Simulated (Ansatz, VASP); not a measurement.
**Two plane-wave programs on Se**

```xyz
6
Lattice="-2.0331 3.5215 0.0000 0.0000 0.0000 5.1275 6.0994 3.5215 0.0000" Properties=species:S:1:pos:R:3 pbc="T T T"
Se   -1.0265    3.5215    1.7092
Se    3.0398    3.5215    1.7092
Se   -0.5033    0.8718    3.4183
Se    1.5298    4.3933    3.4183
Se    1.5298    2.6497    0.0000
Se    3.5629    6.1711    0.0000
```

Alike in both runs: functional PBE; dispersion D3(BJ); k mesh 8 × 8 × 6; occupations gaussian, width 0.01 eV; no spin polarisation.

Ansatz relaxed the structure, and its values are those at the end. VASP's run is a single point on that final structure, the one shown.

|  | VASP | Ansatz |
| --- | --- | --- |
| version | VASP 6.6.1 | Ansatz 0.2.0 |
| potentials or method | VASP PAW PBE potentials, release 64 (Se), cutoff 520 eV | scalar-relativistic, plane waves, PAW |
| valence electrons in the cell | 36 | 96 |

```tsv
	VASP	Ansatz	Ansatz less VASP
gap on the k mesh at the Fermi level (eV)	0.59	0.60	+0.009
least direct gap on the mesh (eV)	0.73	0.74	+0.007
pressure (GPa)	0.1	0.0	-0.10
rms of the force components (eV/Å)	0.009	0.003	-0.0066
```

VASP's potentials hold 36 valence electrons a cell and Ansatz's 96, so a difference there can come from the potentials and not from the codes.
